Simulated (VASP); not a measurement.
Here is a VASP 6.6.1 calculation.

Contents of INCAR:

```
SYSTEM = Sc3AlP
ALGO     = Normal         ! electronic algorithm
EDIFF    = 1E-6           ! SCF threshold, eV
ENCUT    = 520            ! plane-wave cutoff, eV
GGA      = PE             ! functional
ISIF     = 2              ! what is computed and relaxed
ISMEAR   = 0              ! smearing method
LASPH    = .TRUE.         ! aspherical terms in the spheres
LCHARG   = .FALSE.        ! write CHGCAR
LREAL    = .FALSE.        ! projectors in reciprocal space
LWAVE    = .FALSE.        ! write WAVECAR
NBANDS   = 28             ! bands
NELM     = 60             ! most SCF steps
PREC     = Accurate       ! precision mode
SIGMA    = 0.1            ! smearing width, eV
```

KPOINTS

```
k-points
0
G
  4 4 4
  0 0 0
```

Contents of POSCAR:

```
Sc3AlP
1.0
    4.4124069500      0.0000000000      0.0000000000
    0.0000000000      4.4124069500      0.0000000000
    0.0000000000      0.0000000000      4.4124069500
Sc Al P
3 1 1
Direct
    0.5000000000      0.5000000000      0.0000000000
    0.0000000000      0.5000000000      0.5000000000
    0.5000000000      0.0000000000      0.5000000000
    0.5000000000      0.5000000000      0.5000000000
    0.0000000000      0.0000000000      0.0000000000
```

Potentials or basis: VASP PAW PBE potentials, release 64 (Sc_sv, Al, P).

Command:

```sh
$ cat potpaw_PBE.64/Sc_sv/POTCAR potpaw_PBE.64/Al/POTCAR potpaw_PBE.64/P/POTCAR > POTCAR
$ mpirun -np 1 vasp_std > vasp.out
```

What does it give for the pressure?

34.7 GPa.
